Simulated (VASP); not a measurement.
# InSb3 (Fm-3m) in VASP: single point with PBEsol+D3(BJ)

Aim: the single point of InSb3 with PBEsol+D3(BJ).

All numbers are computed with VASP 6.6.1; they aren't measurements. Logs are shortened: lines on timing, memory, paths and dates and some standing lists are left out, and cuts for length are marked.

## 1. The cell of the first run

The structure is cubic, space group Fm-3m (No. 225). Conventional cell: a = 7.786 Å, b = 7.786 Å, c = 7.786 Å, α = 90.00°, β = 90.00°, γ = 90.00°. Within 4.4 Å of In (site symmetry m-3m) lie 14 Sb at 3.37 to 3.89 Å. Sb (site symmetry -43m) has 4 In at 3.37 Å and 10 Sb at 3.37 to 3.89 Å within 4.4 Å. Within 4.4 Å of Sb (site symmetry m-3m) lie 8 Sb at 3.37 Å and 6 In at 3.89 Å.

## 2. Single point, PBEsol+D3(BJ)

INCAR

```
ALGO = Normal
EDIFF = 1E-6
ENCUT = 500
GGA = PS
GGA_COMPAT = F
ISIF = 2
ISMEAR = 0
IVDW = 12
LASPH = T
LCHARG = F
LREAL = F
LWAVE = F
NBANDS = 22
NELM = 120
PREC = Accurate
SIGMA = 0.01
```

KPOINTS

```
k-points
0
Gamma
  4 4 4
```

POSCAR

```
InSb3
1.0
    0.0000000000      3.8931586670      3.8931586670
    3.8931586670      0.0000000000      3.8931586670
    3.8931586670      3.8931586670      0.0000000000
In Sb
1 3
Direct
    0.0000000000      0.0000000000      0.0000000000
    0.2500000000      0.2500000000      0.2500000000
    0.7500000000      0.7500000000      0.7500000000
    0.5000000000      0.5000000000      0.5000000000
```

Potentials or basis: VASP PAW PBE potentials, release 64 (In_d, Sb).

Launch:

```
cat potpaw_PBE.64/In_d/POTCAR potpaw_PBE.64/Sb/POTCAR > POTCAR
mpirun -np 1 vasp_std > vasp.out
```

OUTCAR:

```text
EDIFF = 1E-6
   ENCUT = 500
   GGA = PS
   ISIF = 2
   ISMEAR = 0
   IVDW = 12
   LASPH = T
   LREAL = F
   NELM = 120
   PREC = Accurate
 IVDW          = 12

 ion  position               nearest neighbor table
   1  0.000  0.000  0.000-   3 3.37   3 3.37   3 3.37   2 3.37   3 3.37   2 3.37   2 3.37   2 3.37
                             4 3.89   4 3.89   4 3.89   4 3.89   4 3.89   4 3.89
   2  0.250  0.250  0.250-   1 3.37   1 3.37   1 3.37   1 3.37   4 3.37   4 3.37   4 3.37   4 3.37

   3  0.750  0.750  0.750-   4 3.37   4 3.37   4 3.37   1 3.37   4 3.37   1 3.37   1 3.37   1 3.37

   4  0.500  0.500  0.500-   2 3.37   2 3.37   2 3.37   2 3.37   3 3.37   3 3.37   3 3.37   3 3.37
                             1 3.89   1 3.89   1 3.89   1 3.89   1 3.89   1 3.89

  LATTYP: Found a face centered cubic cell.
 ALAT       =     7.7863173340

  Lattice vectors:

 A1 = (   0.0000000000,   3.8931586670,   3.8931586670)
 A2 = (   3.8931586670,   0.0000000000,   3.8931586670)
 A3 = (   3.8931586670,   3.8931586670,   0.0000000000)

Analysis of symmetry for initial positions (statically):
=====================================================================
 Subroutine PRICEL returns:
 Original cell was already a primitive cell.

 Routine SETGRP: Setting up the symmetry group for a
 face centered cubic supercell.

 Subroutine GETGRP returns: Found 48 space group operations
 (whereof 48 operations were pure point group operations)
 out of a pool of 48 trial point group operations.

The static configuration has the point symmetry O_h .

Analysis of symmetry for dynamics (positions and initial velocities):
=====================================================================
 Subroutine PRICEL returns:
 Original cell was already a primitive cell.

 Routine SETGRP: Setting up the symmetry group for a
 face centered cubic supercell.

 Subroutine GETGRP returns: Found 48 space group operations
 (whereof 48 operations were pure point group operations)
 out of a pool of 48 trial point group operations.

The dynamic configuration has the point symmetry O_h .

 Subroutine INISYM returns: Found 48 space group operations
 (whereof 48 operations are pure point group operations),
 and found     1 'primitive' translations

----------------------------------------------------------------------------------------

                                     Primitive cell

  volume of cell :     118.0148

  direct lattice vectors                    reciprocal lattice vectors
     0.000000000  3.893158667  3.893158667    -0.128430419  0.128430419  0.128430419
     3.893158667  0.000000000  3.893158667     0.128430419 -0.128430419  0.128430419
     3.893158667  3.893158667  0.000000000     0.128430419  0.128430419 -0.128430419

  length of vectors
     5.505757787  5.505757787  5.505757787     0.222448011  0.222448011  0.222448011

  position of ions in fractional coordinates (direct lattice)
     0.000000000  0.000000000  0.000000000
     0.250000000  0.250000000  0.250000000
     0.750000000  0.750000000  0.750000000
     0.500000000  0.500000000  0.500000000

  ion indices of the primitive-cell ions
   primitive index   ion index
                 1           1
                 2           2
                 3           3
                 4           4

----------------------------------------------------------------------------------------

 KPOINTS: k-points

Automatic generation of k-mesh.
 Grid dimensions read from file:
 generate k-points for:    4    4    4

 Generating k-lattice:

  Cartesian coordinates                     Fractional coordinates (reciprocal lattice)
    -0.032107605  0.032107605  0.032107605     0.250000000  0.000000000  0.000000000
     0.032107605 -0.032107605  0.032107605     0.000000000  0.250000000  0.000000000
     0.032107605  0.032107605 -0.032107605     0.000000000  0.000000000  0.250000000

  Length of vectors
     0.055612003  0.055612003  0.055612003

  Shift w.r.t. Gamma in fractional coordinates (k-lattice)
     0.000000000  0.000000000  0.000000000

 Subroutine IBZKPT returns following result:
 ===========================================

 Found      8 irreducible k-points:

 Following reciprocal coordinates:
            Coordinates               Weight
  0.000000  0.000000  0.000000      1.000000
  0.250000  0.000000  0.000000      8.000000
  0.500000  0.000000  0.000000      4.000000
  0.250000  0.250000  0.000000      6.000000
  0.500000  0.250000  0.000000     24.000000
 -0.250000  0.250000  0.000000     12.000000
  0.500000  0.500000  0.000000      3.000000
 -0.250000  0.500000  0.250000      6.000000
   k-points           NKPTS =      8   k-points in BZ     NKDIM =      8   number of bands    NBANDS=     22
   number of dos      NEDOS =    301   number of ions     NIONS =      4
   total plane-waves  NPLWV =  64000
   dimension x,y,z NGX =    40 NGY =   40 NGZ =   40
   dimension x,y,z NGXF=    80 NGYF=   80 NGZF=   80
   ions per type =               1   3
   NGX,Y,Z   is equivalent  to a cutoff of  12.08, 12.08, 12.08 a.u.
   NGXF,Y,Z  is equivalent  to a cutoff of  24.16, 24.16, 24.16 a.u.
 SYSTEM =  unknown system
   PREC   = accura    normal or accurate (medium, high low for compatibility)
   ISTART =      0    job   : 0-new  1-cont  2-samecut
   ICHARG =      2    charge: 1-file 2-atom 10-const
   ISPIN  =      1    spin polarized calculation?
   LNONCOLLINEAR =      F non collinear calculations
   LSORBIT =      F    spin-orbit coupling
   LASPH  =      T    aspherical Exc in radial PAW
   ENCUT  =  500.0 eV  36.75 Ry    6.06 a.u.  10.04 10.04 10.04*2*pi/ulx,y,z
   NELM   =    120;   NELMIN=  2; NELMDL= -5     # of ELM steps
   EDIFF  = 0.1E-05   stopping-criterion for ELM
   LREAL  =      F    real-space projection
   EDIFFG = 0.1E-04   stopping-criterion for IOM
   NSW    =      0    number of steps for IOM
   IBRION =     -1    ionic relax: 0-MD 1-quasi-New 2-CG
   NFREE  =      0    steps in history (QN), initial steepest desc. (CG)
   ISIF   =      2    stress and relaxation
   ISYM   =      2    0-nonsym 1-usesym 2-fastsym
   POTIM  = 0.5000    time-step for ionic-motion
   TEBEG  =    0.0;   TEEND  =   0.0 temperature during run
   PSTRESS=    0.0 pullay stress
   NELECT =      28.0000    total number of electrons
   NUPDOWN=      -1.0000    fix difference up-down
   EMIN   =  10.00;   EMAX   =-10.00  energy-range for DOS
   EFERMI =   0.00;   METHOD = LEGACY
   ISMEAR =     0;   SIGMA  =   0.01  broadening in eV -4-tet -1-fermi 0-gaus
   EFERMI_NEDOS =   21; number of points for ismear=-14 and -15
   IALGO  =     38    algorithm
   IMIX   =      4    mixing-type and parameters
     AMIX     =   0.40;   BMIX     =  1.00
     AMIX_MAG =   1.60;   BMIX_MAG =  1.00
  volume/ion in A,a.u.               =      29.50       199.10
  Fermi-wavevector in a.u.,A,eV,Ry     =   1.013481  1.915200 13.975126  1.027143
  Thomas-Fermi vector in A             =   2.146652
   LORBIT       =      0    0 simple, 1 ext, 2 COOP (PROOUT), +10 PAW based schemes
   GGA     = PS    functional components
   LHFCALC =     F    Hartree Fock is set to
   AEXX    =    0.0000 exact exchange contribution
   IVDW    =    12    specifies the selected vdW correction
   LEPSILON=     F    determine dielectric tensor
   LRPA    =     F    only Hartree local field effects (RPA)
 non-spin polarized calculation
 Gauss-broadening in eV      SIGMA  =   0.01
  energy-cutoff  :      500.00
  volume of cell :      118.01
 maximum number of plane-waves:      3028
   NGX = 21   NGY = 21   NGZ = 21

 number of electron      28.0000012 magnetization

 Free energy of the ion-electron system (eV)
  ---------------------------------------------------
  ext. energy  EPLUGINS =         0.00000000
  ---------------------------------------------------
  free energy    TOTEN  =       -15.54124200 eV

  energy without entropy =      -15.54054482  energy(sigma->0) =      -15.54089341

 E-fermi :   6.9229     XC(G=0):  -9.9213

 val. band max:        6.9068913603   @ k =   0.5000   0.2500   0.0000
 cond. band min:       6.9329001646   @ k =   0.2500   0.0000   0.0000
 fundamental gap:      0.0260088043
 Fermi energy:         6.9229086785

 k-point     1 :       0.0000    0.0000    0.0000
  band No.  band energies     occupation
      1      -7.5505      2.00000
      2      -7.5505      2.00000
      3      -7.5505      2.00000
      4      -7.5279      2.00000
      5      -7.5279      2.00000
      6      -4.8184      2.00000
[... 14 lines left out ...]
     21      12.9919      0.00000
     22      12.9919      0.00000

 k-point     2 :       0.2500    0.0000    0.0000
  band No.  band energies     occupation
      1      -7.5553      2.00000
      2      -7.5485      2.00000
      3      -7.5485      2.00000
      4      -7.5284      2.00000
      5      -7.5284      2.00000
      6      -4.4010      2.00000
[... 14 lines left out ...]
     21      11.7310      0.00000
     22      12.2550      0.00000

 k-point     3 :       0.5000    0.0000    0.0000
  band No.  band energies     occupation
      1      -7.5606      2.00000
      2      -7.5468      2.00000
      3      -7.5468      2.00000
      4      -7.5285      2.00000
      5      -7.5285      2.00000
      6      -3.5145      2.00000
[... 14 lines left out ...]
     21      12.1422      0.00000
     22      14.9390      0.00000

 k-point     4 :       0.2500    0.2500    0.0000
  band No.  band energies     occupation
      1      -7.5586      2.00000
      2      -7.5465      2.00000
      3      -7.5465      2.00000
      4      -7.5313      2.00000
      5      -7.5270      2.00000
      6      -4.2601      2.00000
[... 14 lines left out ...]
     21      11.3505      0.00000
     22      11.3505      0.00000

 k-point     5 :       0.5000    0.2500    0.0000
  band No.  band energies     occupation
      1      -7.5601      2.00000
      2      -7.5482      2.00000
      3      -7.5444      2.00000
      4      -7.5325      2.00000
      5      -7.5274      2.00000
      6      -3.3764      2.00000
[... 14 lines left out ...]
     21      11.7890      0.00000
     22      13.0503      0.00000

 k-point     6 :      -0.2500    0.2500    0.0000
  band No.  band energies     occupation
      1      -7.5553      2.00000
      2      -7.5514      2.00000
      3      -7.5461      2.00000
      4      -7.5296      2.00000
      5      -7.5292      2.00000
      6      -3.7385      2.00000
[... 14 lines left out ...]
     21      12.0435      0.00000
     22      13.4702      0.00000

 k-point     7 :       0.5000    0.5000    0.0000
  band No.  band energies     occupation
      1      -7.5669      2.00000
      2      -7.5423      2.00000
      3      -7.5423      2.00000
      4      -7.5360      2.00000
      5      -7.5261      2.00000
      6      -2.8126      2.00000
[... 14 lines left out ...]
     21      11.6962      0.00000
     22      12.3289      0.00000

 k-point     8 :      -0.2500    0.5000    0.2500
  band No.  band energies     occupation
      1      -7.5551      2.00000
      2      -7.5551      2.00000
      3      -7.5423      2.00000
      4      -7.5335      2.00000
      5      -7.5278      2.00000
      6      -2.5758      2.00000
[... 14 lines left out ...]
     21      10.8370      0.00000
     22      14.4377      0.00000

------------------------ aborting loop because EDIFF is reached ----------------------------------------

 Edisp (eV)   -1.68464

 E8    (eV) :    -1.1680

  FORCE on cell =-STRESS in cart. coord.  units (eV):
  Direction    XX          YY          ZZ          XY          YZ          ZX
  --------------------------------------------------------------------------------------
  -------------------------------------------------------------------------------------
  Total      -6.65724    -6.65724    -6.65724     0.00000    -0.00000     0.00000
  in kB     -90.37920   -90.37920   -90.37920     0.00000    -0.00000     0.00000
  external pressure =      -90.38 kB  Pullay stress =        0.00 kB

 VOLUME and BASIS-vectors are now :
 -----------------------------------------------------------------------------
  energy-cutoff  :      500.00
  volume of cell :      118.01
      direct lattice vectors                 reciprocal lattice vectors
     0.000000000  3.893158667  3.893158667    -0.128430419  0.128430419  0.128430419
     3.893158667  0.000000000  3.893158667     0.128430419 -0.128430419  0.128430419
     3.893158667  3.893158667  0.000000000     0.128430419  0.128430419 -0.128430419

 POSITION                                       TOTAL-FORCE (eV/Angst)
 -----------------------------------------------------------------------------------
      0.00000      0.00000      0.00000        -0.000000      0.000000      0.000000
      1.94658      1.94658      1.94658         0.000000     -0.000000      0.000000
      5.83974      5.83974      5.83974        -0.000000     -0.000000     -0.000000
      3.89316      3.89316      3.89316        -0.000000      0.000000      0.000000
 -----------------------------------------------------------------------------------
    total drift:                               -0.000000      0.000000      0.000000

  FREE ENERGIE OF THE ION-ELECTRON SYSTEM (eV)
  ---------------------------------------------------
  free  energy   TOTEN  =       -17.2258850203 eV

  energy  without entropy=      -17.2251878414  energy(sigma->0) =      -17.22553643
```

It took 37 s on 1 thread of Intel Xeon 8259CL, shared host; peak memory 0.24 GiB.

Results:

```yaml
Free_energy: -17.2259 eV
Pressure: -9.0 GPa
Band_gap_on_the_k_mesh: zero (band 14 reaches 7.99 eV, above the bottom of band 15 at 4.72 eV)
Dispersion_energy_per_atom: -0.421 eV
```

Caveat: the PAW data sets were made with another functional, which shifts forces and pressure a little; spin-orbit coupling is left out, which moves the levels of the heavy elements; pairwise dispersion overbinds metals, which lowers pressure and volume.
